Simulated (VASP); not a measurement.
# I (P6/mmm) in VASP: further runs

Runs on I. Level: PBE. Tasks: single point, relaxation of shape and atoms at fixed volume.

All numbers are computed with VASP 6.6.1; they aren't measurements. Logs are shortened: lines on timing, memory, paths and dates and some standing lists are left out, and cuts for length are marked.

**1. The cell of the first run**

The structure is hexagonal, space group P6/mmm (No. 191). The conventional cell has a = 4.547 Å, b = 4.547 Å, c = 2.930 Å, α = 90.00°, β = 90.00°, γ = 120.00°. I (site symmetry 6/mmm) has 2 I at 2.93 Å within 3.9 Å.

**2. Single point, PBE**

File INCAR:

```
ALGO = Normal
EDIFF = 1E-6
ENCUT = 520
GGA = PE
ISIF = 2
ISMEAR = -1
LASPH = True
LCHARG = True
LELF = True
LREAL = False
LVHAR = True
LWAVE = False
NBANDS = 10
NELM = 100
PREC = Accurate
SIGMA = 0.08
```

File KPOINTS:

```
k-points
0
Gamma
  12 12 12
```

File POSCAR:

```
I
1.0
    4.5474813670      0.0000000000      0.0000000000
   -2.2737406835      3.9382343871      0.0000000000
    0.0000000000      0.0000000000      2.9296136578
I
1
Direct
    0.0000000000      0.0000000000      0.0000000000
```

Potentials or basis: VASP PAW PBE potentials, release 64 (I).

On the command line:

```bash
$ cat potpaw_PBE.64/I/POTCAR > POTCAR
$ mpirun -np 1 vasp_std > vasp.out
```

OUTCAR:

```text
EDIFF = 1E-6
   ENCUT = 520
   GGA = PE
   ISIF = 2
   ISMEAR = -1
   LASPH = True
   LREAL = False
   NELM = 100
   PREC = Accurate

 ion  position               nearest neighbor table
   1  0.000  0.000  0.000-

  LATTYP: Found a hexagonal cell.
 ALAT       =     4.5474813670
 C/A-ratio  =     0.6442277431

  Lattice vectors:

 A1 = (   4.5474813670,   0.0000000000,   0.0000000000)
 A2 = (  -2.2737406835,   3.9382343871,   0.0000000000)
 A3 = (   0.0000000000,   0.0000000000,   2.9296136578)

Analysis of symmetry for initial positions (statically):
=====================================================================
 Subroutine PRICEL returns:
 Original cell was already a primitive cell.

 Routine SETGRP: Setting up the symmetry group for a
 hexagonal supercell.

 Subroutine GETGRP returns: Found 24 space group operations
 (whereof 24 operations were pure point group operations)
 out of a pool of 24 trial point group operations.

The static configuration has the point symmetry D_6h.

Analysis of symmetry for dynamics (positions and initial velocities):
=====================================================================
 Subroutine PRICEL returns:
 Original cell was already a primitive cell.

 Routine SETGRP: Setting up the symmetry group for a
 hexagonal supercell.

 Subroutine GETGRP returns: Found 24 space group operations
 (whereof 24 operations were pure point group operations)
 out of a pool of 24 trial point group operations.

The dynamic configuration has the point symmetry D_6h.

 Subroutine INISYM returns: Found 24 space group operations
 (whereof 24 operations are pure point group operations),
 and found     1 'primitive' translations

----------------------------------------------------------------------------------------

                                     Primitive cell

  volume of cell :      52.4666

  direct lattice vectors                    reciprocal lattice vectors
     4.547481367  0.000000000  0.000000000     0.219901946  0.126960447  0.000000000
    -2.273740683  3.938234387  0.000000000     0.000000000  0.253920895  0.000000000
     0.000000000  0.000000000  2.929613658     0.000000000  0.000000000  0.341341937

  length of vectors
     4.547481367  4.547481367  2.929613658     0.253920895  0.253920895  0.341341937

  position of ions in fractional coordinates (direct lattice)
     0.000000000  0.000000000  0.000000000

  ion indices of the primitive-cell ions
   primitive index   ion index
                 1           1

----------------------------------------------------------------------------------------

 KPOINTS: k-points

Automatic generation of k-mesh.
 Grid dimensions read from file:
 generate k-points for:   12   12   12

 Generating k-lattice:

  Cartesian coordinates                     Fractional coordinates (reciprocal lattice)
     0.018325162  0.010580037  0.000000000     0.083333333  0.000000000  0.000000000
     0.000000000  0.021160075  0.000000000     0.000000000  0.083333333  0.000000000
     0.000000000  0.000000000  0.028445161     0.000000000  0.000000000  0.083333333

  Length of vectors
     0.021160075  0.021160075  0.028445161

  Shift w.r.t. Gamma in fractional coordinates (k-lattice)
     0.000000000  0.000000000  0.000000000

 Subroutine IBZKPT returns following result:
 ===========================================

 Found    133 irreducible k-points:

 Following reciprocal coordinates:
            Coordinates               Weight
  0.000000  0.000000  0.000000      1.000000
  0.083333  0.000000  0.000000      6.000000
  0.166667  0.000000  0.000000      6.000000
  0.250000 -0.000000  0.000000      6.000000
  0.333333 -0.000000  0.000000      6.000000
  0.416667  0.000000  0.000000      6.000000
[... 16 lines left out ...]
  0.250000 -0.000000  0.083333     12.000000
  0.333333 -0.000000  0.083333     12.000000
 [... further k-points ...]
   k-points           NKPTS =    133   k-points in BZ     NKDIM =    133   number of bands    NBANDS=     10
   number of dos      NEDOS =    301   number of ions     NIONS =      1
   total plane-waves  NPLWV =  31104
   dimension x,y,z NGX =    36 NGY =   36 NGZ =   24
   dimension x,y,z NGXF=    72 NGYF=   72 NGZF=   48
   ions per type =               1
   NGX,Y,Z   is equivalent  to a cutoff of  13.16, 13.16, 13.62 a.u.
   NGXF,Y,Z  is equivalent  to a cutoff of  26.32, 26.32, 27.24 a.u.
 SYSTEM =  unknown system
   PREC   = accura    normal or accurate (medium, high low for compatibility)
   ISTART =      0    job   : 0-new  1-cont  2-samecut
   ICHARG =      2    charge: 1-file 2-atom 10-const
   ISPIN  =      1    spin polarized calculation?
   LNONCOLLINEAR =      F non collinear calculations
   LSORBIT =      F    spin-orbit coupling
   LASPH  =      T    aspherical Exc in radial PAW
   ENCUT  =  520.0 eV  38.22 Ry    6.18 a.u.   8.46  8.46  5.45*2*pi/ulx,y,z
   NELM   =    100;   NELMIN=  2; NELMDL= -5     # of ELM steps
   EDIFF  = 0.1E-05   stopping-criterion for ELM
   LREAL  =      F    real-space projection
   EDIFFG = 0.1E-04   stopping-criterion for IOM
   NSW    =      0    number of steps for IOM
   IBRION =     -1    ionic relax: 0-MD 1-quasi-New 2-CG
   NFREE  =      0    steps in history (QN), initial steepest desc. (CG)
   ISIF   =      2    stress and relaxation
   ISYM   =      2    0-nonsym 1-usesym 2-fastsym
   POTIM  = 0.5000    time-step for ionic-motion
   TEBEG  =    0.0;   TEEND  =   0.0 temperature during run
   PSTRESS=    0.0 pullay stress
   NELECT =       7.0000    total number of electrons
   NUPDOWN=      -1.0000    fix difference up-down
   EMIN   =  10.00;   EMAX   =-10.00  energy-range for DOS
   EFERMI =   0.00;   METHOD = LEGACY
   ISMEAR =    -1;   SIGMA  =   0.08  broadening in eV -4-tet -1-fermi 0-gaus
   EFERMI_NEDOS =   21; number of points for ismear=-14 and -15
   IALGO  =     38    algorithm
   IMIX   =      4    mixing-type and parameters
     AMIX     =   0.40;   BMIX     =  1.00
     AMIX_MAG =   1.60;   BMIX_MAG =  1.00
  volume/ion in A,a.u.               =      52.47       354.06
  Fermi-wavevector in a.u.,A,eV,Ry     =   0.836527  1.580807  9.521047  0.699777
  Thomas-Fermi vector in A             =   1.950266
   LORBIT       =      0    0 simple, 1 ext, 2 COOP (PROOUT), +10 PAW based schemes
   GGA     = PE    functional components
   LHFCALC =     F    Hartree Fock is set to
   AEXX    =    0.0000 exact exchange contribution
   IVDW    =     0    specifies the selected vdW correction
   LEPSILON=     F    determine dielectric tensor
   LRPA    =     F    only Hartree local field effects (RPA)
 non-spin polarized calculation
  energy-cutoff  :      520.00
  volume of cell :       52.47
 maximum number of plane-waves:      1438
 NGX is ok and might be reduce to    36
   NGX = 17   NGY = 17   NGZ = 11

 number of electron       7.0000000 magnetization

 Free energy of the ion-electron system (eV)
  ---------------------------------------------------
  ext. energy  EPLUGINS =         0.00000000
  ---------------------------------------------------
  free energy    TOTEN  =        -1.46107575 eV

  energy without entropy =       -1.44303536  energy(sigma->0) =       -1.45205555

 E-fermi :   0.8966     XC(G=0):  -7.0369

 val. band max:        0.8966307376   @ k =   0.3333   0.0833   0.5000
 cond. band min:       0.9088076672   @ k =   0.1667   0.0000   0.4167
 fundamental gap:      0.0121769296
 Fermi energy:         0.8966395556

 k-point     1 :       0.0000    0.0000    0.0000
  band No.  band energies     occupation
      1     -12.3172      2.00000
      2      -0.7864      2.00000
      3      -0.7864      2.00000
      4       4.4823      0.00000
      5       5.1700      0.00000
      6       8.6863      0.00000
      7       8.6863      0.00000
      8      10.9608      0.00000
      9      11.3975      0.00000
     10      18.4453      0.00000

 k-point     2 :       0.0833    0.0000    0.0000
  band No.  band energies     occupation
      1     -12.3079      2.00000
      2      -0.9028      2.00000
      3      -0.8088      2.00000
      4       4.4891      0.00000
      5       5.3713      0.00000
      6       8.4451      0.00000
      7       8.8257      0.00000
      8      10.9805      0.00000
      9      11.8473      0.00000
     10      18.3196      0.00000

 k-point     3 :       0.1667    0.0000    0.0000
  band No.  band energies     occupation
      1     -12.2823      2.00000
      2      -1.1939      2.00000
      3      -0.8687      2.00000
      4       4.5076      0.00000
      5       5.8710      0.00000
      6       8.0584      0.00000
      7       9.2348      0.00000
      8      11.0349      0.00000
      9      12.9024      0.00000
     10      17.9115      0.00000

 k-point     4 :       0.2500   -0.0000    0.0000
  band No.  band energies     occupation
      1     -12.2467      2.00000
      2      -1.5439      2.00000
      3      -0.9477      2.00000
      4       4.5333      0.00000
      5       6.3162      0.00000
      6       8.0413      0.00000
      7       9.8898      0.00000
      8      11.1087      0.00000
      9      14.2682      0.00000
     10      17.2576      0.00000
[... 222 lines left out ...]
 k-point    22 :       0.1667    0.0000    0.0833
  band No.  band energies     occupation
      1     -12.1752      2.00000
      2      -1.0934      2.00000
      3      -0.7702      2.00000
      4       3.4780      0.00000
      5       5.9845      0.00000
      6       8.1682      0.00000
      7       9.3417      0.00000
      8      12.1769      0.00000
      9      13.0170      0.00000
     10      15.5483      0.00000

 k-point    23 :       0.2500   -0.0000    0.0833
  band No.  band energies     occupation
      1     -12.1396      2.00000
      2      -1.4418      2.00000
      3      -0.8487      2.00000
      4       3.5092      0.00000
      5       6.4296      0.00000
      6       8.1466      0.00000
      7       9.9942      0.00000
      8      12.2268      0.00000
      9      14.3769      0.00000
     10      15.1049      0.00000

 k-point    24 :       0.3333   -0.0000    0.0833
  band No.  band energies     occupation
      1     -12.1034      2.00000
      2      -1.7518      2.00000
      3      -0.9243      2.00000
      4       3.5409      0.00000
      5       6.4668      0.00000
      6       8.8161      0.00000
      7      10.8562      0.00000
      8      12.2502      0.00000
      9      14.7112      0.00000
     10      15.5722      0.00000

 [... further k-points ...]
[... 5 lines left out ...]
  --------------------------------------------------------------------------------------
  -------------------------------------------------------------------------------------
  Total       -0.0005412     -0.0005412     -0.0408748      0.0000000      0.0000000      0.0000000
  in kB       -0.0165281     -0.0165281     -1.2481971      0.0000000      0.0000000      0.0000000
  external PRESSURE =      -0.4270844 kB  Pullay stress =       0.0000000 kB

 VOLUME and BASIS-vectors are now :
 -----------------------------------------------------------------------------
  energy-cutoff  :      520.00
  volume of cell :       52.47
      direct lattice vectors                 reciprocal lattice vectors
     4.547481367  0.000000000  0.000000000     0.219901946  0.126960447  0.000000000
    -2.273740683  3.938234387  0.000000000     0.000000000  0.253920895  0.000000000
     0.000000000  0.000000000  2.929613658     0.000000000  0.000000000  0.341341937

 POSITION                                       TOTAL-FORCE (eV/Angst)
 -----------------------------------------------------------------------------------
      0.00000      0.00000      0.00000         0.000000      0.000000      0.000000
 -----------------------------------------------------------------------------------
    total drift:                                0.000000      0.000000      0.000000

  FREE ENERGIE OF THE ION-ELECTRON SYSTEM (eV)
  ---------------------------------------------------
  free  energy   TOTEN  =        -1.4610757463 eV

  energy  without entropy=       -1.4430353609  energy(sigma->0) =       -1.45205555
```

It took 16 s on 1 thread of Intel Xeon 6975P-C (Granite Rapids), shared host; peak memory 0.21 GiB.

Results:

```
Free energy : -1.4611 eV
Pressure    : 0.0 GPa
```

Stress tensor (GPa, compression positive):
```
 0.00  0.00  0.00
 0.00  0.00  0.00
 0.00  0.00 -0.12
```

Levels at points of the mesh, in eV from the Fermi level:
| k point | band 1 | band 2 | band 3 | band 4 | band 5 | band 6 | band 7 |
| --- | --- | --- | --- | --- | --- | --- | --- |
| (0.00, 0.00, 0.00) | -13.21 | -1.68 | -1.68 | 3.59 | 4.27 | 7.79 | 7.79 |
| (0.50, 0.00, 0.00) | -13.07 | -3.03 | -1.99 | 3.69 | 5.29 | 9.42 | 10.15 |
| (0.00, 0.00, 0.50) | -10.73 | -5.31 | 0.26 | 0.26 | 8.12 | 8.12 | 8.28 |
| (0.50, 0.00, 0.50) | -10.60 | -5.15 | -0.81 | 0.01 | 5.31 | 7.45 | 8.80 |

Caveat: spin-orbit coupling is left out, which moves the levels of the heavy elements; an odd number of electrons without spin polarisation forces a metal; a magnetic or distorted state may lie lower.

**3. Relaxation of shape and atoms at fixed volume, PBE**

This run uses another cell than the first one, of 20.99 Å³/atom, 0.400 times its volume.

File INCAR:

```
  ALGO = Normal
  EDIFF = 1E-6
  EDIFFG = -0.005
  ENCUT = 600
  GGA = PE
  IBRION = 2
  ISIF = 4
  ISMEAR = -1
  LASPH = T
  LCHARG = F
  LREAL = F
  LWAVE = F
  NELM = 100
  NSW = 50
  PREC = Accurate
  SIGMA = 0.08
```

KPOINTS is that of step 2.

File POSCAR:

```
I
1.0
    3.3506129191      0.0000000000      0.0000000000
   -1.6753064596      2.9017159062      0.0000000000
    0.0000000000      0.0000000000      2.1585577988
I
1
Direct
    0.0000000000      0.0000000000      0.0000000000
```

Potentials or basis: VASP PAW PBE potentials, release 64 (I).

On the command line:

```bash
$ cat potpaw_PBE.64/I/POTCAR > POTCAR
$ mpirun -np 1 vasp_std > vasp.out
```

It took 78 s on 1 thread of Intel Xeon 6975P-C (Granite Rapids), shared host; peak memory 0.15 GiB.

The run converged. Its results:

- Free energy: 0.8906 eV
- Energy gained by relaxing: 3753.3 meV/atom
- Ionic steps: 9
- Pressure after relaxing: 67.4 GPa

The path:
```
step  energy change (eV)  largest force (eV/Å)  pressure (GPa)  volume (Å³)
   1              0.0000                0.0000          144.23        20.99
   2            118.6414                0.0000         1597.95        20.99
   3             -3.3534                0.0000           80.68        20.99
   4             -3.5747                0.0000           74.86        20.99
   5             -3.7117                0.0000           69.98        20.99
   6              5.6554                0.0000          232.38        20.99
   7             -3.7409                0.0000           68.70        20.99
   8             -3.7522                0.0000           67.64        20.99
   9             -3.7533                0.0000           67.38        20.99
```

Final structure:
```yaml
crystal:
  lattice:
    - [2.95518, 0.00000, 0.00000]
    - [-1.47759, 2.55926, 0.00000]
    - [0.00000, 0.00000, 2.77488]
  atoms:
    - { symbol: I, position: [0.00000, 0.00000, 0.00000] }
```

Levels at points of the mesh, in eV from the Fermi level:
| k point | band 1 | band 2 | band 3 | band 4 | band 5 | band 6 |
| --- | --- | --- | --- | --- | --- | --- |
| (0.00, 0.00, 0.00) | -19.25 | 0.06 | 1.27 | 1.27 | 4.86 | 9.02 |
| (0.50, 0.00, 0.00) | -15.48 | -10.31 | -2.18 | 3.10 | 3.32 | 10.15 |
| (0.00, 0.00, 0.50) | -16.28 | -10.69 | 3.70 | 3.70 | 10.21 | 11.33 |
| (0.50, 0.00, 0.50) | -12.17 | -7.93 | -7.70 | -0.26 | 0.14 | 6.71 |

Caveat: spin-orbit coupling is left out, which moves the levels of the heavy elements; an odd number of electrons without spin polarisation forces a metal; a magnetic or distorted state may lie lower.

**4. Relaxation of shape and atoms at fixed volume, PBE**

This run uses another cell than the first one, of 23.61 Å³/atom, 0.450 times its volume.

File INCAR:

```
SYSTEM = I
PREC = Accurate
ENCUT = 600
EDIFF = 1E-7
ISMEAR = -1
SIGMA = 0.08
LREAL = .False.
LASPH = .True.
NELM = 60
ALGO = Normal
ISIF = 4
LWAVE = .False.
LCHARG = .False.
GGA = PE
IBRION = 2
NSW = 50
EDIFFG = -0.005
```

File KPOINTS:

```
regular mesh
0
Gamma
  12 12 12
  0 0 0
```

File POSCAR:

```
I
1.0
    3.4847778652      0.0000000000      0.0000000000
   -1.7423889326      3.0179061578      0.0000000000
    0.0000000000      0.0000000000      2.2449905792
I
1
Direct
    0.0000000000      0.0000000000      0.0000000000
```

On the command line:

```bash
$ cat potpaw_PBE.64/I/POTCAR > POTCAR
$ mpirun -np 1 vasp_std > vasp.out
```

Wall time 1.8 min (1 thread of Intel Xeon 6975P-C (Granite Rapids), shared host); peak memory 0.16 GiB.

The run converged. Its results:

- Free energy: 0.0075 eV
- Energy gained by relaxing: 2668.5 meV/atom
- Ionic steps: 32
- Pressure after relaxing: 42.3 GPa

The path:
| step | energy change (eV) | largest force (eV/Å) | pressure (GPa) | volume (Å³) |
| --- | --- | --- | --- | --- |
| 1 | 0.0000 | 0.0000 | 98.30 | 23.61 |
| 2 | 22.4036 | 0.0000 | 393.84 | 23.61 |
| 3 | -2.3278 | 0.0000 | 48.87 | 23.61 |
| 4 | -2.4999 | 0.0000 | 44.28 | 23.61 |
| 5 | -2.6360 | 0.0000 | 41.12 | 23.61 |
| 6 | -2.5086 | 0.0000 | 49.10 | 23.61 |
| 7 | -2.6599 | 0.0000 | 41.31 | 23.61 |
| 8 | -2.6675 | 0.0000 | 41.90 | 23.61 |
| 9 | -2.6685 | 0.0000 | 42.26 | 23.61 |
| 10 | -2.6684 | 0.0000 | 42.45 | 23.61 |
| 11 | -2.6684 | 0.0000 | 42.45 | 23.61 |
| 12 | -2.6684 | 0.0000 | 42.45 | 23.61 |
| 13 | -2.6684 | 0.0000 | 42.45 | 23.61 |
| 14 | -2.6684 | 0.0000 | 42.45 | 23.61 |
| 15 | -2.6684 | 0.0000 | 42.45 | 23.61 |
| 16 | -2.6684 | 0.0000 | 42.45 | 23.61 |
| 17 | -2.6684 | 0.0000 | 42.45 | 23.61 |
| 18 | -2.6684 | 0.0000 | 42.45 | 23.61 |
| 19 | -2.6684 | 0.0000 | 42.45 | 23.61 |
| 20 | -2.6684 | 0.0000 | 42.45 | 23.61 |
| 21 | -2.6684 | 0.0000 | 42.45 | 23.61 |
| 22 | -2.6684 | 0.0000 | 42.45 | 23.61 |
| 23 | -2.6684 | 0.0000 | 42.45 | 23.61 |
| 24 | -2.6684 | 0.0000 | 42.45 | 23.61 |
| 25 | -2.6684 | 0.0000 | 42.45 | 23.61 |
| 26 | -2.6684 | 0.0000 | 42.44 | 23.61 |
| 27 | -2.6684 | 0.0000 | 42.43 | 23.61 |
| 28 | -2.6684 | 0.0000 | 42.41 | 23.61 |
| 29 | -2.6685 | 0.0000 | 42.37 | 23.61 |
| 30 | -2.6685 | 0.0000 | 42.29 | 23.61 |
| 31 | -2.6685 | 0.0000 | 42.30 | 23.61 |
| 32 | -2.6685 | 0.0000 | 42.31 | 23.61 |

Final structure:
```
I
1.0
     3.11612    0.00000    0.00000
    -1.55806    2.69863    0.00000
     0.00000    0.00000    2.80762
I
1
Cartesian
  0.0000 0.0000 2.8076
```

Levels at points of the mesh, in eV from the Fermi level:
```tsv
k point	band 1	band 2	band 3	band 4	band 5	band 6	band 7
(0.00, 0.00, 0.00)	-17.74	0.53	0.53	1.02	5.55	8.19	8.66
(0.50, 0.00, 0.00)	-14.91	-8.81	-2.13	3.26	3.61	10.17	11.46
(0.00, 0.00, 0.50)	-14.85	-9.40	2.77	2.77	9.81	11.23	11.81
(0.50, 0.00, 0.50)	-11.81	-7.09	-6.43	0.11	0.78	6.89	8.97
```

Caveat: spin-orbit coupling is left out, which moves the levels of the heavy elements; an odd number of electrons without spin polarisation forces a metal; a magnetic or distorted state may lie lower.

**5. The runs side by side**

```csv
task,cell,cutoff (eV),gap on the mesh (eV),pressure (GPa)
single point,"a = 4.547, b = 4.547, c = 2.930 Å, angles 90.0, 90.0, 120.0°, 1 atom",520,none,0.0
relaxation of shape and atoms at fixed volume,"relaxed from a = 3.351, b = 3.351, c = 2.159 Å, angles 90.0, 90.0, 120.0°, 1 atom",600,none,67.4
relaxation of shape and atoms at fixed volume,"relaxed from a = 3.485, b = 3.485, c = 2.245 Å, angles 90.0, 90.0, 120.0°, 1 atom",600,none,42.3
```

Alike in all rows: level PBE; potentials or basis VASP PAW PBE potentials, release 64 (I); no spin polarisation; k mesh 12 × 12 × 12; smearing fermi-dirac 0.08 eV.

Caveats: spin-orbit coupling is left out, which moves the levels of the heavy elements; an odd number of electrons without spin polarisation forces a metal; a magnetic or distorted state may lie lower.

Total energies depend on the potentials used, so only differences within one code and one set of settings carry meaning.
